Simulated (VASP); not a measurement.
# Al2Au (Fm-3m) in VASP: a series of runs, part 2 of 2

VASP 6.6.1. The steps go on from the part before.

### Step 3. Single point, PBEsol

This run uses another cell than the first one, of 18.03 Å³/atom, 1.024 times its volume.

The input, INCAR:

```
SYSTEM = Al2Au
PREC = Accurate
ENCUT = 520
EDIFF = 1E-6
ISMEAR = -1
SIGMA = 0.1
LREAL = .False.
LASPH = .True.
NELM = 80
ALGO = Normal
ISIF = 2
LWAVE = .False.
LCHARG = .True.
GGA = PS
LELF = .True.
LVHAR = .True.
NBANDS = 16
```

The input, KPOINTS:

```
Automatic mesh
0
Gamma
  9 9 9
  0 0 0
```

The input, POSCAR:

```
Al2Au
1.0
    0.0000000000      3.0017063406      3.0017063406
    3.0017063406      0.0000000000      3.0017063406
    3.0017063406      3.0017063406      0.0000000000
Al Au
2 1
Direct
    0.2500000000      0.2500000000      0.2500000000
    0.7500000000      0.7500000000      0.7500000000
    0.0000000000      0.0000000000      0.0000000000
```

Potentials or basis: VASP PAW PBE potentials, release 64 (Al, Au).

Run with:

```bash
cat potpaw_PBE.64/Al/POTCAR potpaw_PBE.64/Au/POTCAR > POTCAR
mpirun -np 1 vasp_std > vasp.out
```

OUTCAR:

```text
SYSTEM = Al2Au
   PREC = Accurate
   ENCUT = 520
   EDIFF = 1E-6
   ISMEAR = -1
   LREAL = .False.
   LASPH = .True.
   NELM = 80
   ISIF = 2
   GGA = PS

 ion  position               nearest neighbor table
   1  0.250  0.250  0.250-   3 2.60   3 2.60   3 2.60   3 2.60   2 3.00   2 3.00   2 3.00   2 3.00
                             2 3.00   2 3.00
   2  0.750  0.750  0.750-   3 2.60   3 2.60   3 2.60   3 2.60   1 3.00   1 3.00   1 3.00   1 3.00
                             1 3.00   1 3.00
   3  0.000  0.000  0.000-   2 2.60   2 2.60   2 2.60   1 2.60   2 2.60   1 2.60   1 2.60   1 2.60

  LATTYP: Found a face centered cubic cell.
 ALAT       =     6.0034126812

  Lattice vectors:

 A1 = (   0.0000000000,   3.0017063406,   3.0017063406)
 A2 = (   3.0017063406,   0.0000000000,   3.0017063406)
 A3 = (   3.0017063406,   3.0017063406,   0.0000000000)

Analysis of symmetry for initial positions (statically):
=====================================================================
 Subroutine PRICEL returns:
 Original cell was already a primitive cell.

 Routine SETGRP: Setting up the symmetry group for a
 face centered cubic supercell.

 Subroutine GETGRP returns: Found 48 space group operations
 (whereof 48 operations were pure point group operations)
 out of a pool of 48 trial point group operations.

The static configuration has the point symmetry O_h .

Analysis of symmetry for dynamics (positions and initial velocities):
=====================================================================
 Subroutine PRICEL returns:
 Original cell was already a primitive cell.

 Routine SETGRP: Setting up the symmetry group for a
 face centered cubic supercell.

 Subroutine GETGRP returns: Found 48 space group operations
 (whereof 48 operations were pure point group operations)
 out of a pool of 48 trial point group operations.

The dynamic configuration has the point symmetry O_h .
[... 112 lines left out ...]
   NELECT =      17.0000    total number of electrons
   NUPDOWN=      -1.0000    fix difference up-down
   EMIN   =  10.00;   EMAX   =-10.00  energy-range for DOS
   EFERMI =   0.00;   METHOD = LEGACY
   ISMEAR =    -1;   SIGMA  =   0.10  broadening in eV -4-tet -1-fermi 0-gaus
   EFERMI_NEDOS =   21; number of points for ismear=-14 and -15
   IALGO  =     38    algorithm
   IMIX   =      4    mixing-type and parameters
     AMIX     =   0.40;   BMIX     =  1.00
     AMIX_MAG =   1.60;   BMIX_MAG =  1.00
  volume/ion in A,a.u.               =      18.03       121.68
  Fermi-wavevector in a.u.,A,eV,Ry     =   1.113046  2.103351 16.855855  1.238870
  Thomas-Fermi vector in A             =   2.249626
   LORBIT       =      0    0 simple, 1 ext, 2 COOP (PROOUT), +10 PAW based schemes
   GGA     = PS    functional components
   LHFCALC =     F    Hartree Fock is set to
   AEXX    =    0.0000 exact exchange contribution
   IVDW    =     0    specifies the selected vdW correction
   LEPSILON=     F    determine dielectric tensor
   LRPA    =     F    only Hartree local field effects (RPA)
 non-spin polarized calculation
  energy-cutoff  :      520.00
  volume of cell :       54.09
 maximum number of plane-waves:      1469
   NGX = 15   NGY = 15   NGZ = 15

 number of electron      17.0000001 magnetization

 Free energy of the ion-electron system (eV)
  ---------------------------------------------------
  ext. energy  EPLUGINS =         0.00000000
  ---------------------------------------------------
  free energy    TOTEN  =       -13.49090962 eV

  energy without entropy =      -13.45774759  energy(sigma->0) =      -13.47432860

 E-fermi :   7.6798     XC(G=0): -10.6319

 val. band max:        7.6311640265   @ k =  -0.3333   0.2222   0.0000
 cond. band min:       7.7118358477   @ k =   0.4444   0.2222   0.1111
 fundamental gap:      0.0806718211
 Fermi energy:         7.6798394509

 k-point     1 :       0.0000    0.0000    0.0000
  band No.  band energies     occupation
      1      -2.8811      2.00000
      2       1.0750      2.00000
      3       1.0750      2.00000
      4       1.0750      2.00000
      5       2.0342      2.00000
      6       2.0342      2.00000
[... 433 lines left out ...]
      3       1.4824      2.00000
      4       1.8437      2.00000
      5       1.8437      2.00000
      6       2.3289      2.00000
[... 8 lines left out ...]
     15      17.6469      0.00000
     16      18.5564      0.00000

 [... further k-points ...]
[... 5 lines left out ...]
  --------------------------------------------------------------------------------------
  -------------------------------------------------------------------------------------
  Total       -0.0605195     -0.0605195     -0.0605195     -0.0000000     -0.0000000     -0.0000000
  in kB       -1.7925500     -1.7925500     -1.7925500     -0.0000000     -0.0000000     -0.0000000
  external PRESSURE =      -1.7925500 kB  Pullay stress =       0.0000000 kB

 VOLUME and BASIS-vectors are now :
 -----------------------------------------------------------------------------
  energy-cutoff  :      520.00
  volume of cell :       54.09
      direct lattice vectors                 reciprocal lattice vectors
     0.000000000  3.001706341  3.001706341    -0.166571924  0.166571924  0.166571924
     3.001706341  0.000000000  3.001706341     0.166571924 -0.166571924  0.166571924
     3.001706341  3.001706341  0.000000000     0.166571924  0.166571924 -0.166571924

 POSITION                                       TOTAL-FORCE (eV/Angst)
 -----------------------------------------------------------------------------------
      1.50085      1.50085      1.50085         0.000000     -0.000000      0.000000
      4.50256      4.50256      4.50256         0.000000      0.000000     -0.000000
      0.00000      0.00000      0.00000        -0.000000     -0.000000     -0.000000
 -----------------------------------------------------------------------------------
    total drift:                                0.000000     -0.000000      0.000000

  FREE ENERGIE OF THE ION-ELECTRON SYSTEM (eV)
  ---------------------------------------------------
  free  energy   TOTEN  =       -13.4909096171 eV

  energy  without entropy=      -13.4577475917  energy(sigma->0) =      -13.47432860
```

OSZICAR:

```text
N       E                     dE             d eps       ncg     rms          rms(c)
DAV:   1     0.515452633815E+02    0.51545E+02   -0.69256E+03  1144   0.880E+02
DAV:   2    -0.135404281768E+02   -0.65086E+02   -0.59002E+02  1456   0.168E+02
DAV:   3    -0.148662799396E+02   -0.13259E+01   -0.13210E+01  1360   0.228E+01
DAV:   4    -0.148771640548E+02   -0.10884E-01   -0.10883E-01  1376   0.242E+00
DAV:   5    -0.148773545298E+02   -0.19047E-03   -0.19047E-03  1384   0.331E-01    0.931E+00
DAV:   6    -0.136185850913E+02    0.12588E+01   -0.48777E+00  1296   0.220E+01    0.389E+00
DAV:   7    -0.135276637579E+02    0.90921E-01   -0.23025E-01  1184   0.480E+00    0.178E+00
DAV:   8    -0.134923773803E+02    0.35286E-01   -0.23871E-02  1368   0.941E-01    0.416E-01
DAV:   9    -0.134908606053E+02    0.15168E-02   -0.26649E-03  1336   0.501E-01    0.196E-01
DAV:  10    -0.134909148055E+02   -0.54200E-04   -0.12946E-04  1320   0.765E-02    0.341E-02
DAV:  11    -0.134909096230E+02    0.51825E-05   -0.59231E-06  1368   0.192E-02    0.126E-02
DAV:  12    -0.134909096171E+02    0.59713E-08   -0.86427E-07   984   0.669E-03
   1 F= -.13490910E+02 E0= -.13474329E+02  d E =-.331620E-01
```

Wall time 19 s (1 thread of Intel Xeon Platinum 8259CL at 2.50GHz (Skylake/Cascade Lake), shared host); peak memory 0.18 GiB.

What came out:

- Free energy: -13.4909 eV
- Pressure: -0.2 GPa

Caveat: the PAW data sets were made with another functional, which shifts forces and pressure a little; spin-orbit coupling is left out, which moves the levels of the heavy elements.

### Step 4. Single point, PBE

This run uses another cell than the first one, of 18.55 Å³/atom, 1.053 times its volume.

The input, INCAR:

```
PREC = Accurate ; ENCUT = 520
EDIFF = 1E-6 ; ISMEAR = -1
SIGMA = 0.1 ; LREAL = False
LASPH = True ; NELM = 60
ALGO = Normal ; ISIF = 2
LWAVE = False ; LCHARG = False
GGA = PE ; NBANDS = 16
```

The input, KPOINTS:

```
Automatic mesh
0
Gamma
  9 9 9
```

The input, POSCAR:

```
Al2Au
1.0
    0.0000000000      3.0300066988      3.0300066988
    3.0300066988      0.0000000000      3.0300066988
    3.0300066988      3.0300066988      0.0000000000
Al Au
2 1
Direct
    0.2500000000      0.2500000000      0.2500000000
    0.7500000000      0.7500000000      0.7500000000
    0.0000000000      0.0000000000      0.0000000000
```

Potentials or basis: VASP PAW PBE potentials, release 64 (Al, Au).

Run with:

```bash
cat potpaw_PBE.64/Al/POTCAR potpaw_PBE.64/Au/POTCAR > POTCAR
mpirun -np 1 vasp_std > vasp.out
```

OUTCAR:

```text
PREC = Accurate
   ENCUT = 520
   EDIFF = 1E-6
   ISMEAR = -1
   LREAL = False
   LASPH = True
   NELM = 60
   ISIF = 2
   GGA = PE

 ion  position               nearest neighbor table
   1  0.250  0.250  0.250-   3 2.62   3 2.62   3 2.62   3 2.62   2 3.03   2 3.03   2 3.03   2 3.03
                             2 3.03   2 3.03
   2  0.750  0.750  0.750-   3 2.62   3 2.62   3 2.62   3 2.62   1 3.03   1 3.03   1 3.03   1 3.03
                             1 3.03   1 3.03
   3  0.000  0.000  0.000-   2 2.62   2 2.62   2 2.62   1 2.62   2 2.62   1 2.62   1 2.62   1 2.62

  LATTYP: Found a face centered cubic cell.
 ALAT       =     6.0600133976

[... 643 lines left out ...]

 [... further k-points ...]
[... 5 lines left out ...]
  --------------------------------------------------------------------------------------
  -------------------------------------------------------------------------------------
  Total       -0.0603905     -0.0603905     -0.0603905      0.0000000      0.0000000      0.0000000
  in kB       -1.7390746     -1.7390746     -1.7390746      0.0000000      0.0000000      0.0000000
  external PRESSURE =      -1.7390746 kB  Pullay stress =       0.0000000 kB

 VOLUME and BASIS-vectors are now :
 -----------------------------------------------------------------------------
  energy-cutoff  :      520.00
  volume of cell :       55.64
      direct lattice vectors                 reciprocal lattice vectors
     0.000000000  3.030006699  3.030006699    -0.165016137  0.165016137  0.165016137
     3.030006699  0.000000000  3.030006699     0.165016137 -0.165016137  0.165016137
     3.030006699  3.030006699  0.000000000     0.165016137  0.165016137 -0.165016137

 POSITION                                       TOTAL-FORCE (eV/Angst)
 -----------------------------------------------------------------------------------
      1.51500      1.51500      1.51500         0.000000     -0.000000     -0.000000
      4.54501      4.54501      4.54501        -0.000000      0.000000      0.000000
      0.00000      0.00000      0.00000        -0.000000      0.000000     -0.000000
 -----------------------------------------------------------------------------------
    total drift:                                0.000000     -0.000000      0.000000

  FREE ENERGIE OF THE ION-ELECTRON SYSTEM (eV)
  ---------------------------------------------------
  free  energy   TOTEN  =       -12.0370557871 eV

  energy  without entropy=      -12.0034071659  energy(sigma->0) =      -12.02023148
```

OSZICAR:

```text
N       E                     dE             d eps       ncg     rms          rms(c)
DAV:   1     0.579971037620E+02    0.57997E+02   -0.68803E+03  1120   0.875E+02
DAV:   2    -0.118605978775E+02   -0.69858E+02   -0.63058E+02  1440   0.173E+02
DAV:   3    -0.132589925103E+02   -0.13984E+01   -0.13940E+01  1352   0.235E+01
DAV:   4    -0.132701128559E+02   -0.11120E-01   -0.11120E-01  1384   0.245E+00
DAV:   5    -0.132703213728E+02   -0.20852E-03   -0.20852E-03  1384   0.343E-01    0.874E+00
DAV:   6    -0.121417946009E+02    0.11285E+01   -0.44928E+00  1312   0.212E+01    0.399E+00
DAV:   7    -0.120647926237E+02    0.77002E-01   -0.21596E-01  1184   0.461E+00    0.183E+00
DAV:   8    -0.120378214798E+02    0.26971E-01   -0.23422E-02  1392   0.980E-01    0.403E-01
DAV:   9    -0.120369148185E+02    0.90666E-03   -0.26984E-03  1304   0.516E-01    0.184E-01
DAV:  10    -0.120370570229E+02   -0.14220E-03   -0.21408E-04  1296   0.865E-02    0.327E-02
DAV:  11    -0.120370537054E+02    0.33175E-05   -0.66351E-06  1408   0.189E-02    0.135E-02
DAV:  12    -0.120370557497E+02   -0.20443E-05   -0.45636E-06  1256   0.114E-02    0.275E-03
DAV:  13    -0.120370557871E+02   -0.37417E-07   -0.74634E-08   792   0.219E-03
   1 F= -.12037056E+02 E0= -.12020231E+02  d E =-.336486E-01
```

Run time: 19 s. Hardware: 1 thread of Intel Xeon Platinum 8259CL at 2.50GHz (Skylake/Cascade Lake), shared host; peak memory 0.18 GiB.

Results:

```
Free energy : -12.0371 eV
Pressure    : -0.2 GPa
```

Caveat: spin-orbit coupling is left out, which moves the levels of the heavy elements.

### Step 5. Summary

```tsv
level	potentials or basis	cell	gap on the mesh (eV)	pressure (GPa)
LDA	VASP PAW LDA potentials, release 64 (Al, Au)	a = 4.212 Å, angles 60.0°, 3 atoms	none	0.2
PBEsol	VASP PAW PBE potentials, release 64 (Al, Au)	a = 4.245 Å, angles 60.0°, 3 atoms	none	-0.2
PBE	VASP PAW PBE potentials, release 64 (Al, Au)	a = 4.285 Å, angles 60.0°, 3 atoms	none	-0.2
```

Alike in all rows: task single point; no spin polarisation; k mesh 9 × 9 × 9; cutoff (eV) 520; smearing fermi-dirac 0.1 eV.

Caveats: spin-orbit coupling is left out, which moves the levels of the heavy elements; the PAW data sets were made with another functional, which shifts forces and pressure a little (some runs).

Total energies depend on the potentials used, so only differences within one code and one set of settings carry meaning.
